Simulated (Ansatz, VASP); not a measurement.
Hf: VASP beside Ansatz

File INCAR:

```
ALGO = Normal ; EDIFF = 1E-6
ENCUT = 520 ; GGA = CA
ISIF = 2 ; ISMEAR = -1
LASPH = T ; LCHARG = T
LELF = T ; LREAL = F
LVHAR = T ; LWAVE = F
NBANDS = 17 ; NELM = 100
PREC = Accurate ; SIGMA = 0.1
```

Contents of KPOINTS:

```
k-points
0
Gamma
  12 12 7
```

File POSCAR:

```
Hf
1.0
    3.1183974891      0.0000000000      0.0000000000
   -1.5591987445      2.7006114446      0.0000000000
    0.0000000000      0.0000000000      4.9475473504
Hf
2
Direct
    0.3333333333      0.6666666667      0.2500000000
    0.6666666667      0.3333333333      0.7500000000
```

Input for Ansatz:

```yaml
crystal:
  lattice:
    - [3.1183974891, 0.0, 0.0]
    - [-1.5591987445, 2.7006114446, 0.0]
    - [0.0, 0.0, 4.9475473504]
  atoms:
    - { symbol: Hf, position: [0.3333333333, 0.6666666667, 0.25] }
    - { symbol: Hf, position: [0.6666666667, 0.3333333333, 0.75] }
hamiltonian:
  xc: lda
  pseudopotentials:
    kind: paw
    azcp:
      Hf: "pseudopotentials/Hf.paw.azcp"
basis:
  ecutwfc: 420
  fft_grid_basis: typed
kpoints:
  mp_grid: { grid: [12, 12, 7], shift: [0, 0, 0] }
magnetization:
  spin_polarized: false
scf:
  occupations: { method: fermi_dirac, width: 0.1 }
  lower_state_search: "off"
output:
  stress: true
  write_density: true
  write_potential: true
  elf: true
  volumetric_format: npy
```

Alike in both runs: task single point; functional LDA; k mesh 12 × 12 × 7; occupations fermi-dirac, width 0.1 eV; no spin polarisation.

|  | VASP | Ansatz |
| --- | --- | --- |
| version | VASP 6.6.1 | Ansatz 0.2.0 |
| potentials or method | VASP PAW LDA potentials, release 64 (Hf_pv), cutoff 520 eV | plane waves (420 eV) with PAW, scalar-relativistic |
| valence electrons in the cell | 20 | 52 |

|  | VASP | Ansatz | Ansatz less VASP |
| --- | --- | --- | --- |
| pressure (GPa) | 0.1 | 0.0 | -0.08 |
| traceless stress, the component that is largest in VASP (GPa) | 0.05 | 0.07 | +0.025 |

Ansatz warns that its potentials were made for another functional, while VASP's fit it. LDA's correlation is that of Perdew and Zunger in VASP and of Perdew and Wang (1992) in Ansatz. VASP's potentials hold 20 valence electrons a cell and Ansatz's 52, so a difference there can come from the potentials and not from the codes.

Spin-orbit coupling is off throughout.
